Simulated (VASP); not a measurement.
# MgS (P6_3mc) in VASP: notebook

MgS is run at these levels: PBE; tasks: relaxation of cell and atoms.

Program: VASP 6.6.1. These are calculated values, not measurements. Logs are shortened: lines on timing, memory, paths and dates and some standing lists are left out, and cuts for length are marked.

### Step 1. The cell of the first run

The structure is hexagonal, space group P6_3mc (No. 186). Conventional cell: a = 4.054 Å, b = 4.054 Å, c = 12.983 Å, α = 90.00°, β = 90.00°, γ = 120.00°. Mg (site symmetry 3m) has 4 S at 2.43 to 2.48 Å within 3.2 Å. Within 3.2 Å of Mg (site symmetry 3m) lie 4 S at 2.43 to 2.48 Å. S (site symmetry 3m) has 4 Mg at 2.43 to 2.48 Å within 3.2 Å. S (site symmetry 3m) has 4 Mg at 2.43 to 2.48 Å within 3.2 Å.

### Step 2. Relaxation of cell and atoms, PBE

INCAR

```
SYSTEM = MgS
ALGO = Normal ; EDIFF = 1E-6
EDIFFG = -0.01 ; ENCUT = 600
GGA = PE ; IBRION = 2
ISIF = 3 ; ISMEAR = 0
LASPH = .TRUE. ; LCHARG = .FALSE.
LREAL = .FALSE. ; LWAVE = .FALSE.
NELM = 60 ; NSW = 65
PREC = Accurate ; SIGMA = 0.02
```

KPOINTS

```
k-points
0
G
  9 9 2
  0 0 0
```

POSCAR

```
MgS
1.0
    4.0544445329      0.0000000000      0.0000000000
   -2.0272222664      3.5112519637      0.0000000000
    0.0000000000      0.0000000000     12.9828606348
Mg S
4 4
Direct
    0.0000000000      0.0000000000      0.0000000000
    0.3333333333      0.6666666667      0.2500000000
    0.6666666667      0.3333333333      0.5000000000
    0.3333333333      0.6666666667      0.7500000000
    0.0000000000      0.0000000000      0.1875000000
    0.3333333333      0.6666666667      0.4375000000
    0.6666666667      0.3333333333      0.6875000000
    0.3333333333      0.6666666667      0.9375000000
```

Potentials or basis: VASP PAW PBE potentials, release 64 (Mg, S).

Run with:

```sh
cat potpaw_PBE.64/Mg/POTCAR potpaw_PBE.64/S/POTCAR > POTCAR
mpirun -np 1 vasp_std > vasp.out
```

OUTCAR:

```text
SYSTEM = MgS
   EDIFF = 1E-6
   EDIFFG = -0.01
   ENCUT = 600
   GGA = PE
   IBRION = 2
   ISIF = 3
   ISMEAR = 0
   LASPH = .TRUE.
   LREAL = .FALSE.
   NELM = 60
   NSW = 65
   PREC = Accurate

 ion  position               nearest neighbor table
   1  0.000  0.000  0.000-   5 2.43   8 2.48   8 2.48   8 2.48
   2  0.333  0.667  0.250-   6 2.43   5 2.48   5 2.48   5 2.48
   3  0.667  0.333  0.500-   7 2.43   6 2.48   6 2.48   6 2.48
   4  0.333  0.667  0.750-   8 2.43   7 2.48   7 2.48   7 2.48
   5  0.000  0.000  0.188-   1 2.43   2 2.48   2 2.48   2 2.48
   6  0.333  0.667  0.438-   2 2.43   3 2.48   3 2.48   3 2.48
   7  0.667  0.333  0.688-   3 2.43   4 2.48   4 2.48   4 2.48
   8  0.333  0.667  0.938-   4 2.43   1 2.48   1 2.48   1 2.48

  LATTYP: Found a hexagonal cell.
 ALAT       =     4.0544445329
 C/A-ratio  =     3.2021305334

  Lattice vectors:

 A1 = (   4.0544445329,   0.0000000000,   0.0000000000)
 A2 = (  -2.0272222664,   3.5112519637,   0.0000000000)
 A3 = (   0.0000000000,   0.0000000000,  12.9828606348)

Analysis of symmetry for initial positions (statically):
=====================================================================
 Subroutine PRICEL returns:
 Original cell was already a primitive cell.

 Routine SETGRP: Setting up the symmetry group for a
 hexagonal supercell.

 Subroutine GETGRP returns: Found 12 space group operations
 (whereof  6 operations were pure point group operations)
 out of a pool of 24 trial point group operations.

The static configuration has the point symmetry C_3v.
 The point group associated with its full space group is C_6v.

Analysis of symmetry for dynamics (positions and initial velocities):
=====================================================================
 Subroutine PRICEL returns:
 Original cell was already a primitive cell.

 Routine SETGRP: Setting up the symmetry group for a
 hexagonal supercell.

 Subroutine GETGRP returns: Found 12 space group operations
 (whereof  6 operations were pure point group operations)
 out of a pool of 24 trial point group operations.

The dynamic configuration has the point symmetry C_3v.
 The point group associated with its full space group is C_6v.

 Subroutine INISYM returns: Found 12 space group operations
 (whereof  6 operations are pure point group operations),
 and found     1 'primitive' translations

----------------------------------------------------------------------------------------

                                     Primitive cell

  volume of cell :     184.8263

  direct lattice vectors                    reciprocal lattice vectors
     4.054444533  0.000000000  0.000000000     0.246642910  0.142399351  0.000000000
    -2.027222266  3.511251964  0.000000000     0.000000000  0.284798702  0.000000000
     0.000000000  0.000000000 12.982860635     0.000000000  0.000000000  0.077024627

  length of vectors
     4.054444533  4.054444533 12.982860635     0.284798702  0.284798702  0.077024627

  position of ions in fractional coordinates (direct lattice)
     0.000000000  0.000000000  0.000000000
     0.333333333  0.666666667  0.250000000
     0.666666667  0.333333333  0.500000000
     0.333333333  0.666666667  0.750000000
     0.000000000  0.000000000  0.187500000
     0.333333333  0.666666667  0.437500000
     0.666666667  0.333333333  0.687500000
     0.333333333  0.666666667  0.937500000

  ion indices of the primitive-cell ions
   primitive index   ion index
                 1           1
                 2           2
                 3           3
                 4           4
                 5           5
                 6           6
                 7           7
                 8           8

----------------------------------------------------------------------------------------

 KPOINTS: k-points

Automatic generation of k-mesh.
 Grid dimensions read from file:
 generate k-points for:    9    9    2

 Generating k-lattice:

  Cartesian coordinates                     Fractional coordinates (reciprocal lattice)
     0.027404768  0.015822150  0.000000000     0.111111111  0.000000000  0.000000000
     0.000000000  0.031644300  0.000000000     0.000000000  0.111111111  0.000000000
     0.000000000  0.000000000  0.038512314     0.000000000  0.000000000  0.500000000

  Length of vectors
     0.031644300  0.031644300  0.038512314

  Shift w.r.t. Gamma in fractional coordinates (k-lattice)
     0.000000000  0.000000000  0.000000000

 Subroutine IBZKPT returns following result:
 ===========================================

 Found     24 irreducible k-points:

 Following reciprocal coordinates:
            Coordinates               Weight
  0.000000  0.000000  0.000000      1.000000
  0.111111  0.000000  0.000000      6.000000
  0.222222 -0.000000  0.000000      6.000000
  0.333333 -0.000000  0.000000      6.000000
  0.444444 -0.000000  0.000000      6.000000
  0.111111  0.111111  0.000000      6.000000
[... 16 lines left out ...]
  0.333333  0.222222  0.500000     12.000000
  0.333333  0.333333  0.500000      2.000000
   k-points           NKPTS =     24   k-points in BZ     NKDIM =     24   number of bands    NBANDS=     21
   number of dos      NEDOS =    301   number of ions     NIONS =      8
   total plane-waves  NPLWV = 110592
   dimension x,y,z NGX =    32 NGY =   32 NGZ =  108
   dimension x,y,z NGXF=    64 NGYF=   64 NGZF=  216
   ions per type =               4   4
   NGX,Y,Z   is equivalent  to a cutoff of  13.12, 13.12, 13.83 a.u.
   NGXF,Y,Z  is equivalent  to a cutoff of  26.24, 26.24, 27.66 a.u.
 SYSTEM =  MgS
   PREC   = accura    normal or accurate (medium, high low for compatibility)
   ISTART =      0    job   : 0-new  1-cont  2-samecut
   ICHARG =      2    charge: 1-file 2-atom 10-const
   ISPIN  =      1    spin polarized calculation?
   LNONCOLLINEAR =      F non collinear calculations
   LSORBIT =      F    spin-orbit coupling
   LASPH  =      T    aspherical Exc in radial PAW
   ENCUT  =  600.0 eV  44.10 Ry    6.64 a.u.   8.10  8.10 25.93*2*pi/ulx,y,z
   NELM   =     60;   NELMIN=  2; NELMDL= -5     # of ELM steps
   EDIFF  = 0.1E-05   stopping-criterion for ELM
   LREAL  =      F    real-space projection
   EDIFFG = -.1E-01   stopping-criterion for IOM
   NSW    =     65    number of steps for IOM
   IBRION =      2    ionic relax: 0-MD 1-quasi-New 2-CG
   NFREE  =      1    steps in history (QN), initial steepest desc. (CG)
   ISIF   =      3    stress and relaxation
   ISYM   =      2    0-nonsym 1-usesym 2-fastsym
   POTIM  = 0.5000    time-step for ionic-motion
   TEBEG  =    0.0;   TEEND  =   0.0 temperature during run
   PSTRESS=    0.0 pullay stress
   NELECT =      32.0000    total number of electrons
   NUPDOWN=      -1.0000    fix difference up-down
   EMIN   =  10.00;   EMAX   =-10.00  energy-range for DOS
   EFERMI =   0.00;   METHOD = LEGACY
   ISMEAR =     0;   SIGMA  =   0.02  broadening in eV -4-tet -1-fermi 0-gaus
   EFERMI_NEDOS =   21; number of points for ismear=-14 and -15
   IALGO  =     38    algorithm
   IMIX   =      4    mixing-type and parameters
     AMIX     =   0.40;   BMIX     =  1.00
     AMIX_MAG =   1.60;   BMIX_MAG =  1.00
  volume/ion in A,a.u.               =      23.10       155.91
  Fermi-wavevector in a.u.,A,eV,Ry     =   0.912438  1.724259 11.327447  0.832544
  Thomas-Fermi vector in A             =   2.036834
   LORBIT       =      0    0 simple, 1 ext, 2 COOP (PROOUT), +10 PAW based schemes
   GGA     = PE    functional components
   LHFCALC =     F    Hartree Fock is set to
   AEXX    =    0.0000 exact exchange contribution
   IVDW    =     0    specifies the selected vdW correction
   LEPSILON=     F    determine dielectric tensor
   LRPA    =     F    only Hartree local field effects (RPA)
 conjugate gradient relaxation of ions
 non-spin polarized calculation
 Gauss-broadening in eV      SIGMA  =   0.02
  energy-cutoff  :      600.00
  volume of cell :      184.83
 maximum number of plane-waves:      6192
   NGX = 17   NGY = 17   NGZ = 51

--------------------------------------- Ionic step        1  -------------------------------------------

 number of electron      32.0000001 magnetization

 Free energy of the ion-electron system (eV)
  ---------------------------------------------------
  ext. energy  EPLUGINS =         0.00000000
  ---------------------------------------------------
  free energy    TOTEN  =       -33.91286418 eV

  energy without entropy =      -33.91286418  energy(sigma->0) =      -33.91286418

------------------------ aborting loop because EDIFF is reached ----------------------------------------

  FORCE on cell =-STRESS in cart. coord.  units (eV):
  Direction    XX          YY          ZZ          XY          YZ          ZX
  --------------------------------------------------------------------------------------
  -------------------------------------------------------------------------------------
  Total       -0.7451212     -0.7451212      1.2666603     -0.0000000      0.0000000      0.0000000
  in kB       -6.4591260     -6.4591260     10.9801177     -0.0000000      0.0000000      0.0000000
  external PRESSURE =      -0.6460448 kB  Pullay stress =       0.0000000 kB
[... 195 lines left out ...]
  energy  without entropy=      -33.9263692205  energy(sigma->0) =      -33.92636922

--------------------------------------- Ionic step        6  -------------------------------------------

 number of electron      32.0000000 magnetization

 Free energy of the ion-electron system (eV)
  ---------------------------------------------------
  ext. energy  EPLUGINS =         0.00000000
  ---------------------------------------------------
  free energy    TOTEN  =       -33.92642291 eV

  energy without entropy =      -33.92642291  energy(sigma->0) =      -33.92642291

 E-fermi :   1.1524     XC(G=0):  -8.3265

 val. band max:        1.0086122273   @ k =   0.0000   0.0000   0.0000
 cond. band min:       4.3953413866   @ k =   0.0000   0.0000   0.0000
 fundamental gap:      3.3867291593
 Fermi energy:         1.1523797159

 k-point     1 :       0.0000    0.0000    0.0000
  band No.  band energies     occupation
      1     -10.2536      2.00000
      2      -9.9454      2.00000
      3      -9.9391      2.00000
      4      -9.5785      2.00000
      5      -2.0972      2.00000
      6      -0.8488      2.00000
[... 600 lines left out ...]
  FREE ENERGIE OF THE ION-ELECTRON SYSTEM (eV)
  ---------------------------------------------------
  free  energy   TOTEN  =       -33.9264229053 eV

  energy  without entropy=      -33.9264229053  energy(sigma->0) =      -33.92642291

 reached required accuracy - stopping structural energy minimisation
```

Run time: 4.6 min. Hardware: 1 thread of Intel Xeon Platinum 8124M at 3.00GHz (Skylake/Cascade Lake), shared host; peak memory 0.39 GiB.

What came out:

```yaml
Free_energy: -33.9264 eV
Relaxed_volume: 23.04 Å³/atom
Relaxed_cell: a = 4.035 Å, b = 4.035 Å, c = 13.069 Å, α = 90.00°, β = 90.00°, γ = 120.00°
Space_group_after_relaxing_to_0.1_Å: P6_3mc (No. 186)
Energy_gained_by_relaxing: 1.7 meV/atom
Ionic_steps: 6
Pressure_after_relaxing: 0.0 GPa
Largest_force_after_relaxing: 0.009 eV/Å
Band_gap_on_the_k_mesh: 3.39 eV
```

Forces on the atoms (eV/Å):
```
Mg   0.000  0.000 -0.001
Mg   0.000  0.000 -0.007
Mg   0.000  0.000 -0.001
Mg   0.000  0.000 -0.007
S    0.000  0.000  0.009
S    0.000  0.000 -0.001
S    0.000  0.000  0.009
S    0.000  0.000 -0.001
```

Step by step:
| step | energy change (eV) | largest force (eV/Å) | pressure (GPa) | volume (Å³) |
| --- | --- | --- | --- | --- |
| 1 | 0.0000 | 0.2181 | -0.06 | 184.83 |
| 2 | -0.0134 | 0.0327 | -0.03 | 184.57 |
| 3 | -0.0134 | 0.0299 | -0.03 | 184.57 |
| 4 | -0.0134 | 0.0301 | -0.03 | 184.58 |
| 5 | -0.0135 | 0.0206 | 0.00 | 184.46 |
| 6 | -0.0136 | 0.0088 | 0.04 | 184.30 |

Final structure:
```
Mg S
1.0
     4.03528    0.00000    0.00000
    -2.01764    3.49465    0.00000
     0.00000    0.00000   13.06925
Mg S
4 4
Direct
  0.00000 0.00000 0.99982
  0.33333 0.66667 0.24898
  0.66667 0.33333 0.49982
  0.33333 0.66667 0.74898
  0.00000 0.00000 0.18820
  0.33333 0.66667 0.43800
  0.66667 0.33333 0.68820
  0.33333 0.66667 0.93800
```

Levels at points of the mesh, in eV from the valence-band top:
| k point | band 12 | band 13 | band 14 | band 15 | band 16 | band 17 | band 18 | band 19 | band 20 | band 21 |
| --- | --- | --- | --- | --- | --- | --- | --- | --- | --- | --- |
| (0.00, 0.00, 0.00) | -0.22 | -0.22 | -0.05 | -0.05 | 0.00 | 3.39 | 4.81 | 4.88 | 4.98 | 7.53 |
| (0.00, 0.00, 0.50) | -0.36 | -0.10 | -0.10 | -0.10 | -0.10 | 4.05 | 4.05 | 4.97 | 4.97 | 7.66 |

[end of part 1 of 2]
